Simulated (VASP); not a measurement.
Input of a VASP 6.6.1 run:

INCAR

```
SYSTEM = PtS2
ALGO = Normal ; EDIFF = 1E-6
ENCUT = 520 ; GGA = CA
ISIF = 2 ; ISMEAR = 1
LASPH = .True. ; LCHARG = .False.
LREAL = .False. ; LWAVE = .False.
NBANDS = 18 ; NELM = 60
PREC = Accurate ; SIGMA = 0.05
```

The input KPOINTS:

```
k-points
0
Gamma
  7 7 5
  0 0 0
```

The input POSCAR:

```
PtS2
1.0
    3.5432000000      0.0000000000      0.0000000000
   -1.7716000000      3.0685012107      0.0000000000
    0.0000000000      0.0000000000      5.0388000000
Pt S
1 2
Direct
    0.0000000000      0.0000000000      0.0000000000
    0.6666666667      0.3333333333      0.7730000000
    0.3333333333      0.6666666667      0.2270000000
```

Potentials or basis: VASP PAW LDA potentials, release 64 (Pt, S).

Launch:

```bash
$ cat potpaw_LDA.64/Pt/POTCAR potpaw_LDA.64/S/POTCAR > POTCAR
$ mpirun -np 1 vasp_std > vasp.out
```

Question: What does it give for the pressure?

Answer: 3.5 GPa.

Question: Estimate the band gap on the k mesh.

Answer: 0.77 eV, indirect (least direct gap 1.05 eV).

Question: Estimate the largest force.

Answer: 0.808 eV/Å.

Stress tensor (GPa, compression positive):
```
3.64 0.00 0.00
0.00 3.64 0.00
0.00 0.00 3.36
```

Caveat: spin-orbit coupling is left out, which moves the levels of the heavy elements. A hybrid or GW would open this gap; LDA tends to underestimate it.
